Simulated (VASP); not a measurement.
# InSb (F-43m) in VASP: notebook

Runs on InSb. Level: LDA. Tasks: single point, relaxation of cell and atoms.

Program: VASP 6.6.1. These are calculated values, not measurements. Logs are shortened: lines on timing, memory, paths and dates and some standing lists are left out, and cuts for length are marked.

## Step 1: The cell of the first run

Symmetry: F-43m, No. 216, cubic system. The conventional cell has a = 5.951 Å, b = 5.951 Å, c = 5.951 Å, α = 90.00°, β = 90.00°, γ = 90.00°. Within 3.4 Å of In (site symmetry -43m) lie 4 Sb at 2.58 Å. Sb (site symmetry -43m) has 4 In at 2.58 Å within 3.4 Å.

## Step 2: Single point, LDA

INCAR

```
PREC = Accurate
ENCUT = 520
EDIFF = 1E-7
ISMEAR = -1
SIGMA = 0.15
LREAL = False
LASPH = True
NELM = 80
ALGO = Normal
ISIF = 2
LWAVE = False
LCHARG = False
GGA = CA
NBANDS = 16
```

KPOINTS

```
regular mesh
0
Gamma
  12 12 12
```

POSCAR

```
InSb
1.0
    0.0000000000      2.9756058113      2.9756058113
    2.9756058113      0.0000000000      2.9756058113
    2.9756058113      2.9756058113      0.0000000000
In Sb
1 1
Direct
    0.0000000000      0.0000000000      0.0000000000
    0.7500000000      0.7500000000      0.7500000000
```

Potentials or basis: VASP PAW LDA potentials, release 64 (In_d, Sb).

The run is started by

```
$ cat potpaw_LDA.64/In_d/POTCAR potpaw_LDA.64/Sb/POTCAR > POTCAR
$ mpirun -np 1 vasp_std > vasp.out
```

OUTCAR:

```text
PREC = Accurate
   ENCUT = 520
   EDIFF = 1E-7
   ISMEAR = -1
   LREAL = False
   LASPH = True
   NELM = 80
   ISIF = 2
   GGA = CA

 ion  position               nearest neighbor table
   1  0.000  0.000  0.000-   2 2.58   2 2.58   2 2.58   2 2.58
   2  0.750  0.750  0.750-   1 2.58   1 2.58   1 2.58   1 2.58

  LATTYP: Found a face centered cubic cell.
 ALAT       =     5.9512116226

  Lattice vectors:

 A1 = (   0.0000000000,   2.9756058113,   2.9756058113)
 A2 = (   2.9756058113,   0.0000000000,   2.9756058113)
 A3 = (   2.9756058113,   2.9756058113,   0.0000000000)

Analysis of symmetry for initial positions (statically):
=====================================================================
 Subroutine PRICEL returns:
 Original cell was already a primitive cell.

 Routine SETGRP: Setting up the symmetry group for a
 face centered cubic supercell.

 Subroutine GETGRP returns: Found 24 space group operations
 (whereof 24 operations were pure point group operations)
 out of a pool of 48 trial point group operations.

The static configuration has the point symmetry T_d .

Analysis of symmetry for dynamics (positions and initial velocities):
=====================================================================
 Subroutine PRICEL returns:
 Original cell was already a primitive cell.

 Routine SETGRP: Setting up the symmetry group for a
 face centered cubic supercell.

 Subroutine GETGRP returns: Found 24 space group operations
 (whereof 24 operations were pure point group operations)
 out of a pool of 48 trial point group operations.

The dynamic configuration has the point symmetry T_d .

 Subroutine INISYM returns: Found 24 space group operations
 (whereof 24 operations are pure point group operations),
 and found     1 'primitive' translations

----------------------------------------------------------------------------------------

                                     Primitive cell

  volume of cell :      52.6934

  direct lattice vectors                    reciprocal lattice vectors
     0.000000000  2.975605811  2.975605811    -0.168033010  0.168033010  0.168033010
     2.975605811  0.000000000  2.975605811     0.168033010 -0.168033010  0.168033010
     2.975605811  2.975605811  0.000000000     0.168033010  0.168033010 -0.168033010

  length of vectors
     4.208142095  4.208142095  4.208142095     0.291041710  0.291041710  0.291041710

  position of ions in fractional coordinates (direct lattice)
     0.000000000  0.000000000  0.000000000
     0.750000000  0.750000000  0.750000000

  ion indices of the primitive-cell ions
   primitive index   ion index
                 1           1
                 2           2

----------------------------------------------------------------------------------------

 KPOINTS: regular mesh

Automatic generation of k-mesh.
 Grid dimensions read from file:
 generate k-points for:   12   12   12

 Generating k-lattice:

  Cartesian coordinates                     Fractional coordinates (reciprocal lattice)
    -0.014002751  0.014002751  0.014002751     0.083333333  0.000000000  0.000000000
     0.014002751 -0.014002751  0.014002751     0.000000000  0.083333333  0.000000000
     0.014002751  0.014002751 -0.014002751     0.000000000  0.000000000  0.083333333

  Length of vectors
     0.024253476  0.024253476  0.024253476

  Shift w.r.t. Gamma in fractional coordinates (k-lattice)
     0.000000000  0.000000000  0.000000000

 Subroutine IBZKPT returns following result:
 ===========================================

 Found     72 irreducible k-points:

 Following reciprocal coordinates:
            Coordinates               Weight
  0.000000  0.000000  0.000000      1.000000
  0.083333  0.000000  0.000000      8.000000
  0.166667  0.000000  0.000000      8.000000
  0.250000  0.000000  0.000000      8.000000
  0.333333  0.000000  0.000000      8.000000
  0.416667  0.000000  0.000000      8.000000
[... 16 lines left out ...]
  0.500000  0.166667  0.000000     24.000000
 -0.416667  0.166667  0.000000     24.000000
 [... further k-points ...]
   k-points           NKPTS =     72   k-points in BZ     NKDIM =     72   number of bands    NBANDS=     16
   number of dos      NEDOS =    301   number of ions     NIONS =      2
   total plane-waves  NPLWV =  32768
   dimension x,y,z NGX =    32 NGY =   32 NGZ =   32
   dimension x,y,z NGXF=    64 NGYF=   64 NGZF=   64
   ions per type =               1   1
   NGX,Y,Z   is equivalent  to a cutoff of  12.64, 12.64, 12.64 a.u.
   NGXF,Y,Z  is equivalent  to a cutoff of  25.28, 25.28, 25.28 a.u.
 SYSTEM =  unknown system
   PREC   = accura    normal or accurate (medium, high low for compatibility)
   ISTART =      0    job   : 0-new  1-cont  2-samecut
   ICHARG =      2    charge: 1-file 2-atom 10-const
   ISPIN  =      1    spin polarized calculation?
   LNONCOLLINEAR =      F non collinear calculations
   LSORBIT =      F    spin-orbit coupling
   LASPH  =      T    aspherical Exc in radial PAW
   ENCUT  =  520.0 eV  38.22 Ry    6.18 a.u.   7.82  7.82  7.82*2*pi/ulx,y,z
   NELM   =     80;   NELMIN=  2; NELMDL= -5     # of ELM steps
   EDIFF  = 0.1E-06   stopping-criterion for ELM
   LREAL  =      F    real-space projection
   EDIFFG = 0.1E-05   stopping-criterion for IOM
   NSW    =      0    number of steps for IOM
   IBRION =     -1    ionic relax: 0-MD 1-quasi-New 2-CG
   NFREE  =      0    steps in history (QN), initial steepest desc. (CG)
   ISIF   =      2    stress and relaxation
   ISYM   =      2    0-nonsym 1-usesym 2-fastsym
   POTIM  = 0.5000    time-step for ionic-motion
   TEBEG  =    0.0;   TEEND  =   0.0 temperature during run
   PSTRESS=    0.0 pullay stress
   NELECT =      18.0000    total number of electrons
   NUPDOWN=      -1.0000    fix difference up-down
   EMIN   =  10.00;   EMAX   =-10.00  energy-range for DOS
   EFERMI =   0.00;   METHOD = LEGACY
   ISMEAR =    -1;   SIGMA  =   0.15  broadening in eV -4-tet -1-fermi 0-gaus
   EFERMI_NEDOS =   21; number of points for ismear=-14 and -15
   IALGO  =     38    algorithm
   IMIX   =      4    mixing-type and parameters
     AMIX     =   0.40;   BMIX     =  1.00
     AMIX_MAG =   1.60;   BMIX_MAG =  1.00
  volume/ion in A,a.u.               =      26.35       177.80
  Fermi-wavevector in a.u.,A,eV,Ry     =   1.144406  2.162614 17.819087  1.309666
  Thomas-Fermi vector in A             =   2.281098
   LORBIT       =      0    0 simple, 1 ext, 2 COOP (PROOUT), +10 PAW based schemes
   GGA     = CA    functional components
   LHFCALC =     F    Hartree Fock is set to
   AEXX    =    0.0000 exact exchange contribution
   IVDW    =     0    specifies the selected vdW correction
   LEPSILON=     F    determine dielectric tensor
   LRPA    =     F    only Hartree local field effects (RPA)
 non-spin polarized calculation
  energy-cutoff  :      520.00
  volume of cell :       52.69
 maximum number of plane-waves:      1435
   NGX = 15   NGY = 15   NGZ = 15

 number of electron      18.0000005 magnetization

 Free energy of the ion-electron system (eV)
  ---------------------------------------------------
  ext. energy  EPLUGINS =         0.00000000
  ---------------------------------------------------
  free energy    TOTEN  =        -7.48585736 eV

  energy without entropy =       -7.48211654  energy(sigma->0) =       -7.48398695

 E-fermi :   8.3528     XC(G=0): -10.1041

 val. band max:        8.0791449101   @ k =   0.0000   0.0000   0.0000
 cond. band min:       8.7373485802   @ k =   0.4167   0.4167   0.0000
 fundamental gap:      0.6582036701
 Fermi energy:         8.3527568646

 k-point     1 :       0.0000    0.0000    0.0000
  band No.  band energies     occupation
      1      -7.3401      2.00000
      2      -7.3401      2.00000
      3      -7.3401      2.00000
      4      -7.1513      2.00000
      5      -7.1513      2.00000
      6      -4.6619      2.00000
[... 8 lines left out ...]
     15      16.7580      0.00000
     16      16.7600      0.00000

 k-point     2 :       0.0833    0.0000    0.0000
  band No.  band energies     occupation
      1      -7.3504      2.00000
      2      -7.3365      2.00000
      3      -7.3365      2.00000
      4      -7.1519      2.00000
      5      -7.1519      2.00000
      6      -4.5702      2.00000
[... 8 lines left out ...]
     15      15.9167      0.00000
     16      15.9167      0.00000

 k-point     3 :       0.1667    0.0000    0.0000
  band No.  band energies     occupation
      1      -7.3772      2.00000
      2      -7.3267      2.00000
      3      -7.3267      2.00000
      4      -7.1529      2.00000
      5      -7.1529      2.00000
      6      -4.3011      2.00000
[... 8 lines left out ...]
     15      15.4092      0.00000
     16      15.4092      0.00000

 k-point     4 :       0.2500    0.0000    0.0000
  band No.  band energies     occupation
      1      -7.4119      2.00000
      2      -7.3145      2.00000
      3      -7.3145      2.00000
      4      -7.1533      2.00000
      5      -7.1533      2.00000
      6      -3.8735      2.00000
[... 8 lines left out ...]
     15      15.4346      0.00000
     16      15.4346      0.00000
[... 324 lines left out ...]
 k-point    22 :       0.4167    0.1667    0.0000
  band No.  band energies     occupation
      1      -7.4743      2.00000
      2      -7.2877      2.00000
      3      -7.2799      2.00000
      4      -7.1696      2.00000
      5      -7.1447      2.00000
      6      -2.8556      2.00000
[... 8 lines left out ...]
     15      17.6850      0.00000
     16      17.8371      0.00000

 k-point    23 :       0.5000    0.1667    0.0000
  band No.  band energies     occupation
      1      -7.4857      2.00000
      2      -7.2854      2.00000
      3      -7.2770      2.00000
      4      -7.1642      2.00000
      5      -7.1470      2.00000
      6      -2.3755      2.00000
[... 8 lines left out ...]
     15      17.8864      0.00000
     16      17.9707      0.00000

 k-point    24 :      -0.4167    0.1667    0.0000
  band No.  band energies     occupation
      1      -7.4853      2.00000
      2      -7.2855      2.00000
      3      -7.2792      2.00000
      4      -7.1584      2.00000
      5      -7.1517      2.00000
      6      -2.2898      2.00000
[... 8 lines left out ...]
     15      16.7039      0.00000
     16      17.0545      0.00000

 [... further k-points ...]

------------------------ aborting loop because EDIFF is reached ----------------------------------------

  FORCE on cell =-STRESS in cart. coord.  units (eV):
  Direction    XX          YY          ZZ          XY          YZ          ZX
  --------------------------------------------------------------------------------------
  -------------------------------------------------------------------------------------
  Total        6.6760909      6.6760909      6.6760909      0.0000000      0.0000000      0.0000000
  in kB      202.9909294    202.9909294    202.9909294      0.0000000      0.0000000      0.0000000
  external PRESSURE =     202.9909294 kB  Pullay stress =       0.0000000 kB

 VOLUME and BASIS-vectors are now :
 -----------------------------------------------------------------------------
  energy-cutoff  :      520.00
  volume of cell :       52.69
      direct lattice vectors                 reciprocal lattice vectors
     0.000000000  2.975605811  2.975605811    -0.168033010  0.168033010  0.168033010
     2.975605811  0.000000000  2.975605811     0.168033010 -0.168033010  0.168033010
     2.975605811  2.975605811  0.000000000     0.168033010  0.168033010 -0.168033010

 POSITION                                       TOTAL-FORCE (eV/Angst)
 -----------------------------------------------------------------------------------
      0.00000      0.00000      0.00000         0.000000      0.000000      0.000000
      4.46341      4.46341      4.46341        -0.000000     -0.000000     -0.000000
 -----------------------------------------------------------------------------------
    total drift:                                0.000000      0.000000      0.000000

  FREE ENERGIE OF THE ION-ELECTRON SYSTEM (eV)
  ---------------------------------------------------
  free  energy   TOTEN  =        -7.4858573590 eV

  energy  without entropy=       -7.4821165408  energy(sigma->0) =       -7.48398695
```

Run time: 44 s. Hardware: 1 thread of Intel Xeon Platinum 8375C at 2.90GHz (Ice Lake), shared host; peak memory 0.19 GiB.

Results:

* Free energy: -7.4859 eV
* Pressure: 20.3 GPa
* Band gap on the k mesh: 0.66 eV (least direct gap 1.17 eV)

Caveat: the cell stands under pressure; semilocal functionals underestimate gaps, and a narrow one can read as zero; spin-orbit coupling is left out, which moves the levels of the heavy elements.

(Continued in part 2 of 2.)
